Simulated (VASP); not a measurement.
# Si (R-3m) in VASP: a series of runs

Runs on Si. Level: r2SCAN. Tasks: single point.

All numbers are computed with VASP 6.6.1; they aren't measurements. Logs are shortened: lines on timing, memory, paths and dates and some standing lists are left out, and cuts for length are marked.

### 1 The cell of the first run

Symmetry: R-3m, No. 166, trigonal system. Conventional cell: a = 3.965 Å, b = 3.965 Å, c = 9.320 Å, α = 90.00°, β = 90.00°, γ = 120.00°. Within 3.1 Å of Si (site symmetry 3m) lie 4 Si at 2.36 to 2.41 Å.

### 2 Single point, r2SCAN (epitaxial 111 strain +3.0%)

The input, POSCAR:

```
Si
1.0
   -0.0755118157      2.7282706468      2.7282706468
    2.7282706468     -0.0755118157      2.7282706468
    2.7282706468      2.7282706468     -0.0755118157
Si
2
Direct
   -0.0016041212     -0.0016041212     -0.0016041212
    0.2516041212      0.2516041212      0.2516041212
```

The input, INCAR.step1:

```
ALGO = Normal
EDIFF = 1E-4
ENCUT = 520
GGA = PE
ISMEAR = 0
LASPH = T
LCHARG = F
LREAL = F
LWAVE = T
NBANDS = 11
NELM = 80
PREC = Accurate
SIGMA = 0.01
```

The input, INCAR.step2:

```
ALGO = Normal
EDIFF = 1E-7
ENCUT = 520
ISIF = 2
ISMEAR = 0
ISTART = 1
LASPH = T
LCHARG = F
LMIXTAU = T
LREAL = F
LWAVE = F
METAGGA = R2SCAN
NBANDS = 11
NELM = 80
PREC = Accurate
SIGMA = 0.01
```

The input, KPOINTS:

```
k-points
0
Gamma
  8 8 8
```

Potentials or basis: VASP PAW PBE potentials, release 64 (Si).

Launch:

```console
> cat potpaw_PBE.64/Si/POTCAR > POTCAR
> cp INCAR.step1 INCAR
> mpirun -np 1 vasp_std > vasp.out
> cp INCAR.step2 INCAR
> mpirun -np 1 vasp_std > vasp.out
```

OUTCAR:

```text
EDIFF = 1E-7
   ENCUT = 520
   ISIF = 2
   ISMEAR = 0
   ISTART = 1
   LASPH = T
   LREAL = F
   METAGGA = R2SCAN
   NELM = 80
   PREC = Accurate

 ion  position               nearest neighbor table
   1  0.998  0.998  0.998-   2 2.36   2 2.41   2 2.41   2 2.41
   2  0.252  0.252  0.252-   1 2.36   1 2.41   1 2.41   1 2.41

  LATTYP: Found a trigonal (rhomboedric) cell.
 ALAT       =     3.8590961997
 COS(alpha) =     0.4721416204

  Lattice vectors:

 A1 = (  -0.0755118157,   2.7282706468,   2.7282706468)
 A2 = (   2.7282706468,  -0.0755118157,   2.7282706468)
 A3 = (   2.7282706468,   2.7282706468,  -0.0755118157)

Analysis of symmetry for initial positions (statically):
=====================================================================
 Subroutine PRICEL returns:
 Original cell was already a primitive cell.

 Routine SETGRP: Setting up the symmetry group for a
 trigonal (rhombohedral) supercell.

 Subroutine GETGRP returns: Found 12 space group operations
 (whereof  6 operations were pure point group operations)
 out of a pool of 12 trial point group operations.

The static configuration has the point symmetry C_3v.
 The point group associated with its full space group is D_3d.

Analysis of symmetry for dynamics (positions and initial velocities):
=====================================================================
 Subroutine PRICEL returns:
 Original cell was already a primitive cell.

 Routine SETGRP: Setting up the symmetry group for a
 trigonal (rhombohedral) supercell.

 Subroutine GETGRP returns: Found 12 space group operations
 (whereof  6 operations were pure point group operations)
 out of a pool of 12 trial point group operations.

The dynamic configuration has the point symmetry C_3v.
 The point group associated with its full space group is D_3d.

 Subroutine INISYM returns: Found 12 space group operations
 (whereof  6 operations are pure point group operations),
 and found     1 'primitive' translations

----------------------------------------------------------------------------------------

                                     Primitive cell

  volume of cell :      42.3013

  direct lattice vectors                    reciprocal lattice vectors
    -0.075511816  2.728270647  2.728270647    -0.175828019  0.180833032  0.180833032
     2.728270647 -0.075511816  2.728270647     0.180833032 -0.175828019  0.180833032
     2.728270647  2.728270647 -0.075511816     0.180833032  0.180833032 -0.175828019

[... 85 lines left out ...]
   EDIFFG = 0.1E-05   stopping-criterion for IOM
   NSW    =      0    number of steps for IOM
   IBRION =     -1    ionic relax: 0-MD 1-quasi-New 2-CG
   NFREE  =      0    steps in history (QN), initial steepest desc. (CG)
   ISIF   =      2    stress and relaxation
   ISYM   =      2    0-nonsym 1-usesym 2-fastsym
   POTIM  = 0.5000    time-step for ionic-motion
   TEBEG  =    0.0;   TEEND  =   0.0 temperature during run
   PSTRESS=    0.0 pullay stress
   NELECT =       8.0000    total number of electrons
   NUPDOWN=      -1.0000    fix difference up-down
   EMIN   =  10.00;   EMAX   =-10.00  energy-range for DOS
   EFERMI =   0.00;   METHOD = LEGACY
   ISMEAR =     0;   SIGMA  =   0.01  broadening in eV -4-tet -1-fermi 0-gaus
   EFERMI_NEDOS =   21; number of points for ismear=-14 and -15
   IALGO  =     38    algorithm
   IMIX   =      4    mixing-type and parameters
     AMIX     =   0.40;   BMIX     =  1.00
     AMIX_MAG =   1.60;   BMIX_MAG =  1.00
  volume/ion in A,a.u.               =      21.15       142.73
  Fermi-wavevector in a.u.,A,eV,Ry     =   0.939695  1.775766 12.014303  0.883026
  Thomas-Fermi vector in A             =   2.067033
   LORBIT       =      0    0 simple, 1 ext, 2 COOP (PROOUT), +10 PAW based schemes
   METAGGA = R2SCAN    functional components
   LHFCALC =     F    Hartree Fock is set to
   AEXX    =    0.0000 exact exchange contribution
   IVDW    =     0    specifies the selected vdW correction
   LEPSILON=     F    determine dielectric tensor
   LRPA    =     F    only Hartree local field effects (RPA)
 non-spin polarized calculation
 Gauss-broadening in eV      SIGMA  =   0.01
  energy-cutoff  :      520.00
  volume of cell :       42.30
 maximum number of plane-waves:      1163
 NGX is ok and might be reduce to    30
   NGX = 15   NGY = 15   NGZ = 15

 number of electron       8.0000000 magnetization

 Free energy of the ion-electron system (eV)
  ---------------------------------------------------
  ext. energy  EPLUGINS =         0.00000000
  ---------------------------------------------------
  free energy    TOTEN  =       -17.49489007 eV

  energy without entropy =      -17.49489007  energy(sigma->0) =      -17.49489007

 E-fermi :   5.4848     XC(G=0):  -9.6383

 val. band max:        5.4008710127   @ k =   0.0000   0.0000   0.0000
 cond. band min:       6.0109615858   @ k =   0.5000   0.5000   0.0000
 fundamental gap:      0.6100905731
 Fermi energy:         5.4847894058

 k-point     1 :       0.0000    0.0000    0.0000
  band No.  band energies     occupation
      1      -6.9506      2.00000
      2       5.0943      2.00000
      3       5.0943      2.00000
      4       5.4009      2.00000
      5       7.7771      0.00000
      6       7.7771      0.00000
      7       7.8641      0.00000
      8       8.9008      0.00000
      9      13.3062      0.00000
     10      13.3062      0.00000
     11      13.6691      0.00000
[... 309 lines left out ...]
 k-point    24 :       0.3750    0.1250    0.1250
  band No.  band energies     occupation
      1      -5.6863      2.00000
      2       0.4082      2.00000
      3       3.1182      2.00000
      4       4.3639      2.00000
      5       8.0209      0.00000
      6       8.9890      0.00000
      7       9.3430      0.00000
      8      11.4585      0.00000
      9      11.8540      0.00000
     10      15.7996      0.00000
     11      16.0617      0.00000

 [... further k-points ...]
[... 5 lines left out ...]
  --------------------------------------------------------------------------------------
  -------------------------------------------------------------------------------------
  Total       -1.1457730     -1.1457730     -1.1457730      0.5542874      0.5542874      0.5542874
  in kB      -43.3965463    -43.3965463    -43.3965463     20.9938268     20.9938268     20.9938268
  external PRESSURE =     -43.3965463 kB  Pullay stress =       0.0000000 kB

 VOLUME and BASIS-vectors are now :
 -----------------------------------------------------------------------------
  energy-cutoff  :      520.00
  volume of cell :       42.30
      direct lattice vectors                 reciprocal lattice vectors
    -0.075511816  2.728270647  2.728270647    -0.175828019  0.180833032  0.180833032
     2.728270647 -0.075511816  2.728270647     0.180833032 -0.175828019  0.180833032
     2.728270647  2.728270647 -0.075511816     0.180833032  0.180833032 -0.175828019

 POSITION                                       TOTAL-FORCE (eV/Angst)
 -----------------------------------------------------------------------------------
      5.37240      5.37240      5.37240         0.001776      0.001776      0.001776
      1.35389      1.35389      1.35389        -0.001776     -0.001776     -0.001776
 -----------------------------------------------------------------------------------
    total drift:                                0.000000      0.000000     -0.000000

  FREE ENERGIE OF THE ION-ELECTRON SYSTEM (eV)
  ---------------------------------------------------
  free  energy   TOTEN  =       -17.4948900681 eV

  energy  without entropy=      -17.4948900681  energy(sigma->0) =      -17.49489007
```

Wall time 100 s (1 thread of Intel Xeon Platinum 8124M at 3.00GHz (Skylake/Cascade Lake), shared host); peak memory 0.17 GiB.

Results:

```
Free energy            : -17.4949 eV
Pressure               : -4.3 GPa
Largest force          : 0.003 eV/Å
Band gap on the k mesh : 0.61 eV (least direct gap 2.38 eV)
```

Forces on the atoms (eV/Å):
```
Si   0.002  0.002  0.002
Si  -0.002 -0.002 -0.002
```

Caveat: the cell differs from its parent crystal (epitaxial 111 strain +3.0%); the cell stands under tension; the PAW data sets were made with another functional, which shifts forces and pressure a little. A k mesh can miss the band edges.

### 3 Single point, r2SCAN (epitaxial 111 strain +4.0%)

The input, POSCAR:

```
Si
1.0
   -0.0993604714      2.7316431801      2.7316431801
    2.7316431801     -0.0993604714      2.7316431801
    2.7316431801      2.7316431801     -0.0993604714
Si
2
Direct
   -0.0020481837     -0.0020481837     -0.0020481837
    0.2520481837      0.2520481837      0.2520481837
```

The input, INCAR.step1:

```
SYSTEM = Si
PREC = Accurate
ENCUT = 520
ISMEAR = 0
SIGMA = 0.01
LREAL = .FALSE.
LASPH = .TRUE.
NELM = 60
NBANDS = 11
GGA = PE
ALGO = Normal
EDIFF = 1E-4
LWAVE = .TRUE.
LCHARG = .FALSE.
```

The input, INCAR.step2:

```
SYSTEM = Si
PREC = Accurate
ENCUT = 520
EDIFF = 1E-6
ISMEAR = 0
SIGMA = 0.01
LREAL = .FALSE.
LASPH = .TRUE.
NELM = 60
ALGO = Normal
ISIF = 2
LWAVE = .FALSE.
LCHARG = .FALSE.
METAGGA = R2SCAN
LMIXTAU = .TRUE.
NBANDS = 11
ISTART = 1
```

The input, KPOINTS:

```
Automatic mesh
0
G
  8 8 8
  0 0 0
```

Potentials or basis: VASP PAW PBE potentials, release 64 (Si).

Launch:

```console
> cat potpaw_PBE.64/Si/POTCAR > POTCAR
> cp INCAR.step1 INCAR
> mpirun -np 1 vasp_std > vasp.out
> cp INCAR.step2 INCAR
> mpirun -np 1 vasp_std > vasp.out
```

Wall time 82 s (1 thread of Intel Xeon Platinum 8124M at 3.00GHz (Skylake/Cascade Lake), shared host); peak memory 0.17 GiB.

Results (log left out):

```yaml
Free_energy: -17.4573 eV
Pressure: -5.5 GPa
Largest_force: 0.004 eV/Å
Band_gap_on_the_k_mesh: 0.54 eV (least direct gap 2.24 eV)
```

Forces in eV/Å, atoms in the order of the input:
```
Si   0.002  0.002  0.002
Si  -0.002 -0.002 -0.002
```

Stress tensor (GPa, compression positive):
```
-5.52  2.68  2.68
 2.68 -5.52  2.68
 2.68  2.68 -5.52
```

Levels at points of the mesh, in eV from the valence-band top:
| k point | band 2 | band 3 | band 4 | band 5 | band 6 | band 7 |
| --- | --- | --- | --- | --- | --- | --- |
| (0.00, 0.00, 0.00) | -0.37 | -0.37 | 0.00 | 2.24 | 2.28 | 2.28 |
| (0.50, 0.00, 0.00) | -7.20 | -1.43 | -1.27 | 1.53 | 3.28 | 3.64 |
| (0.50, 0.50, 0.00) | -8.08 | -3.28 | -2.84 | 0.54 | 1.07 | 9.69 |
| (0.50, 0.50, 0.50) | -7.13 | -1.73 | -1.73 | 0.80 | 3.14 | 3.14 |

Caveat: the cell differs from its parent crystal (epitaxial 111 strain +4.0%); the cell stands under tension; the PAW data sets were made with another functional, which shifts forces and pressure a little.
